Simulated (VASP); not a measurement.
# Lu (P6_3/mmc) in VASP: a series of runs

Lu is run at these levels: PBEsol; tasks: single point.

All numbers are computed with VASP 6.6.1; they aren't measurements. Logs are shortened: lines on timing, memory, paths and dates and some standing lists are left out, and cuts for length are marked.

**1. The cell of the first run**

The structure is hexagonal, space group P6_3/mmc (No. 194). Conventional cell: a = 3.442 Å, b = 3.442 Å, c = 5.352 Å, α = 90.00°, β = 90.00°, γ = 120.00°. Lu (site symmetry -6m2) has 12 Lu at 3.33 to 3.44 Å within 4.4 Å.

**2. Single point, PBEsol**

INCAR

```
ALGO     = Normal         # electronic algorithm
EDIFF    = 1E-6           # SCF threshold, eV
ENCUT    = 520            # plane-wave cutoff, eV
GGA      = PS             # functional
ISIF     = 2              # what is computed and relaxed
ISMEAR   = -1             # smearing method
LASPH    = True           # aspherical terms in the spheres
LCHARG   = False          # write CHGCAR
LREAL    = False          # projectors in reciprocal space
LWAVE    = False          # write WAVECAR
NBANDS   = 32             # bands
NELM     = 80             # most SCF steps
PREC     = Accurate       # precision mode
SIGMA    = 0.05           # smearing width, eV
```

KPOINTS

```
k-points
0
Gamma
  11 11 6
```

POSCAR

```
Lu
1.0
    3.4418484793      0.0000000000      0.0000000000
   -1.7209242397      2.9807282190      0.0000000000
    0.0000000000      0.0000000000      5.3523864548
Lu
2
Direct
    0.3333333333      0.6666666667      0.2500000000
    0.6666666667      0.3333333333      0.7500000000
```

Potentials or basis: VASP PAW PBE potentials, release 64 (Lu).

Started as:

```sh
cat potpaw_PBE.64/Lu/POTCAR > POTCAR
mpirun -np 1 vasp_std > vasp.out
```

OUTCAR:

```text
EDIFF = 1E-6
   ENCUT = 520
   GGA = PS
   ISIF = 2
   ISMEAR = -1
   LASPH = True
   LREAL = False
   NELM = 80
   PREC = Accurate

 ion  position               nearest neighbor table
   1  0.333  0.667  0.250-   2 3.33   2 3.33   2 3.33   2 3.33   2 3.33   2 3.33
   2  0.667  0.333  0.750-   1 3.33   1 3.33   1 3.33   1 3.33   1 3.33   1 3.33

  LATTYP: Found a hexagonal cell.
 ALAT       =     3.4418484793
 C/A-ratio  =     1.5550906692

  Lattice vectors:

 A1 = (   3.4418484793,   0.0000000000,   0.0000000000)
 A2 = (  -1.7209242397,   2.9807282190,   0.0000000000)
 A3 = (   0.0000000000,   0.0000000000,   5.3523864548)

Analysis of symmetry for initial positions (statically):
=====================================================================
 Subroutine PRICEL returns:
 Original cell was already a primitive cell.

 Routine SETGRP: Setting up the symmetry group for a
 hexagonal supercell.

 Subroutine GETGRP returns: Found 24 space group operations
 (whereof 12 operations were pure point group operations)
 out of a pool of 24 trial point group operations.

The static configuration has the point symmetry D_3d.
 The point group associated with its full space group is D_6h.

Analysis of symmetry for dynamics (positions and initial velocities):
=====================================================================
 Subroutine PRICEL returns:
 Original cell was already a primitive cell.

 Routine SETGRP: Setting up the symmetry group for a
 hexagonal supercell.

 Subroutine GETGRP returns: Found 24 space group operations
 (whereof 12 operations were pure point group operations)
 out of a pool of 24 trial point group operations.

The dynamic configuration has the point symmetry D_3d.
 The point group associated with its full space group is D_6h.

 Subroutine INISYM returns: Found 24 space group operations
 (whereof 12 operations are pure point group operations),
 and found     1 'primitive' translations

----------------------------------------------------------------------------------------

                                     Primitive cell

  volume of cell :      54.9113

  direct lattice vectors                    reciprocal lattice vectors
     3.441848479  0.000000000  0.000000000     0.290541552  0.167744243  0.000000000
    -1.720924240  2.980728219  0.000000000     0.000000000  0.335488487  0.000000000
     0.000000000  0.000000000  5.352386455     0.000000000  0.000000000  0.186832548

  length of vectors
[... 78 lines left out ...]
   LSORBIT =      F    spin-orbit coupling
   LASPH  =      T    aspherical Exc in radial PAW
   ENCUT  =  520.0 eV  38.22 Ry    6.18 a.u.   6.40  6.40  9.95*2*pi/ulx,y,z
   NELM   =     80;   NELMIN=  2; NELMDL= -5     # of ELM steps
   EDIFF  = 0.1E-05   stopping-criterion for ELM
   LREAL  =      F    real-space projection
   EDIFFG = 0.1E-04   stopping-criterion for IOM
   NSW    =      0    number of steps for IOM
   IBRION =     -1    ionic relax: 0-MD 1-quasi-New 2-CG
   NFREE  =      0    steps in history (QN), initial steepest desc. (CG)
   ISIF   =      2    stress and relaxation
   ISYM   =      2    0-nonsym 1-usesym 2-fastsym
   POTIM  = 0.5000    time-step for ionic-motion
   TEBEG  =    0.0;   TEEND  =   0.0 temperature during run
   PSTRESS=    0.0 pullay stress
   NELECT =      50.0000    total number of electrons
   NUPDOWN=      -1.0000    fix difference up-down
   EMIN   =  10.00;   EMAX   =-10.00  energy-range for DOS
   EFERMI =   0.00;   METHOD = LEGACY
   ISMEAR =    -1;   SIGMA  =   0.05  broadening in eV -4-tet -1-fermi 0-gaus
   EFERMI_NEDOS =   21; number of points for ismear=-14 and -15
   IALGO  =     38    algorithm
   IMIX   =      4    mixing-type and parameters
     AMIX     =   0.40;   BMIX     =  1.00
     AMIX_MAG =   1.60;   BMIX_MAG =  1.00
  volume/ion in A,a.u.               =      27.46       185.28
  Fermi-wavevector in a.u.,A,eV,Ry     =   1.586759  2.998540 34.256805  2.517804
  Thomas-Fermi vector in A             =   2.686021
   LORBIT       =      0    0 simple, 1 ext, 2 COOP (PROOUT), +10 PAW based schemes
   GGA     = PS    functional components
   LHFCALC =     F    Hartree Fock is set to
   AEXX    =    0.0000 exact exchange contribution
   IVDW    =     0    specifies the selected vdW correction
   LEPSILON=     F    determine dielectric tensor
   LRPA    =     F    only Hartree local field effects (RPA)
 non-spin polarized calculation
  energy-cutoff  :      520.00
  volume of cell :       54.91
 maximum number of plane-waves:      1500
 NGX is ok and might be reduce to    28
   NGX = 13   NGY = 13   NGZ = 19

 number of electron      50.0000018 magnetization

 Free energy of the ion-electron system (eV)
  ---------------------------------------------------
  ext. energy  EPLUGINS =         0.00000000
  ---------------------------------------------------
  free energy    TOTEN  =        -9.91736210 eV

  energy without entropy =       -9.89384957  energy(sigma->0) =       -9.90560583

 E-fermi :   2.3008     XC(G=0): -11.0634

 val. band max:        2.2907392466   @ k =   0.3636   0.0000   0.0000
 cond. band min:       2.3134205950   @ k =   0.4545   0.0000   0.3333
 fundamental gap:      0.0226813484
 Fermi energy:         2.3007755365

 k-point     1 :       0.0000    0.0000    0.0000
  band No.  band energies     occupation
      1     -53.7426      2.00000
      2     -53.6946      2.00000
      3     -24.7620      2.00000
      4     -24.2372      2.00000
      5     -24.2372      2.00000
      6     -24.1321      2.00000
[... 829 lines left out ...]
     31       6.2756      0.00000
     32       6.8639      0.00000

 [... further k-points ...]

------------------------ aborting loop because EDIFF is reached ----------------------------------------

  FORCE on cell =-STRESS in cart. coord.  units (eV):
  Direction    XX          YY          ZZ          XY          YZ          ZX
  --------------------------------------------------------------------------------------
  -------------------------------------------------------------------------------------
  Total        0.0420654      0.0420654      0.0470417     -0.0000000      0.0000000     -0.0000000
  in kB        1.2273651      1.2273651      1.3725622     -0.0000000      0.0000000     -0.0000000
  external PRESSURE =       1.2757641 kB  Pullay stress =       0.0000000 kB

 VOLUME and BASIS-vectors are now :
 -----------------------------------------------------------------------------
  energy-cutoff  :      520.00
  volume of cell :       54.91
      direct lattice vectors                 reciprocal lattice vectors
     3.441848479  0.000000000  0.000000000     0.290541552  0.167744243  0.000000000
    -1.720924240  2.980728219  0.000000000     0.000000000  0.335488487  0.000000000
     0.000000000  0.000000000  5.352386455     0.000000000  0.000000000  0.186832548

 POSITION                                       TOTAL-FORCE (eV/Angst)
 -----------------------------------------------------------------------------------
     -0.00000      1.98715      1.33810         0.000000     -0.000000      0.000000
      1.72092      0.99358      4.01429        -0.000000      0.000000      0.000000
 -----------------------------------------------------------------------------------
    total drift:                               -0.000000      0.000000     -0.000000

  FREE ENERGIE OF THE ION-ELECTRON SYSTEM (eV)
  ---------------------------------------------------
  free  energy   TOTEN  =        -9.9173620967 eV

  energy  without entropy=       -9.8938495697  energy(sigma->0) =       -9.90560583
```

Run time: 65 s. Hardware: 1 thread of AMD EPYC 9R45 (Zen 5), shared host; peak memory 0.21 GiB.

Results:

```
Free energy            : -9.9174 eV
Pressure               : 0.1 GPa
Band gap on the k mesh : zero (band 25 reaches 3.56 eV, above the bottom of band 26 at 1.63 eV)
```

Caveat: the PAW data sets were made with another functional, which shifts forces and pressure a little; spin-orbit coupling is left out, which moves the levels of the heavy elements.

**3. Single point, PBEsol**

INCAR

```
PREC = Accurate
ENCUT = 520
EDIFF = 1E-6
ISMEAR = -1
SIGMA = 0.05
LREAL = False
LASPH = True
NELM = 100
ALGO = Normal
ISIF = 2
LWAVE = False
LCHARG = False
GGA = PS
NBANDS = 32
```

KPOINTS

```
regular mesh
0
Gamma
  11 11 6
```

POSCAR

```
Lu
1.0
    3.4417220863      0.0000000000      0.0000000000
   -1.7208610432      2.9806187595      0.0000000000
    0.0000000000      0.0000000000      5.3519859795
Lu
2
Direct
    0.3333333333      0.6666666667      0.2500000000
    0.6666666667      0.3333333333      0.7500000000
```

Potentials or basis: VASP PAW PBE potentials, release 64 (Lu).

Started as:

```sh
cat potpaw_PBE.64/Lu/POTCAR > POTCAR
mpirun -np 1 vasp_std > vasp.out
```

Run time: 65 s. Hardware: 1 thread of AMD EPYC 9R45 (Zen 5), shared host; peak memory 0.21 GiB.

The run converged. Its results:

- Free energy: -9.9174 eV
- Pressure: 0.1 GPa
- Band gap on the k mesh: zero (band 25 reaches 3.56 eV, above the bottom of band 26 at 1.64 eV)

Levels at points of the mesh, in eV from the Fermi level:
| k point | band 22 | band 23 | band 24 | band 25 | band 26 | band 27 | band 28 | band 29 |
| --- | --- | --- | --- | --- | --- | --- | --- | --- |
| (0.00, 0.00, 0.00) | -4.72 | -4.71 | -2.49 | 0.92 | 2.21 | 2.21 | 2.72 | 3.01 |
| (0.00, 0.00, 0.50) | -4.72 | -4.40 | -4.40 | 1.26 | 1.26 | 2.10 | 2.10 | 2.10 |

Caveat: the PAW data sets were made with another functional, which shifts forces and pressure a little; spin-orbit coupling is left out, which moves the levels of the heavy elements.
